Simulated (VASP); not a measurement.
Runs of VASP 6.6.1 on SiC. The structure is that of space group F-43m (No. 216), or close to it. The cells are those of the table. 

```tsv
cell	gap on the mesh (eV)	pressure (GPa)
a = 3.157 Å, angles 60.0°, 2 atoms	(c)	(a)
a = 3.196, b = 3.196, c = 3.234 Å, angles 59.6, 59.6, 60.8°, 2 atoms	(b)	-21.9
a = 3.196, b = 3.196, c = 3.157 Å, angles 60.4, 60.4, 59.2°, 2 atoms	1.65	-18.5
a = 3.004, b = 3.004, c = 2.926 Å, angles 60.9, 60.9, 58.3°, 2 atoms	1.35	27.8
a = 2.965, b = 2.965, c = 3.003 Å, angles 59.6, 59.6, 60.9°, 2 atoms	1.36	27.8
```

Alike in all rows: task single point; level r2SCAN; potentials or basis VASP PAW PBE potentials, release 64 (Si, C); no spin polarisation; k mesh 10 × 10 × 10; cutoff (eV) 520; smearing gaussian 0.05 eV.

**Question.** Fill in the values left out.

**Answer.** (a) -14.7; (b) 1.55; (c) 1.77.

Caveats: the PAW data sets were made with another functional, which shifts forces and pressure a little.

A k mesh can miss the band edges.
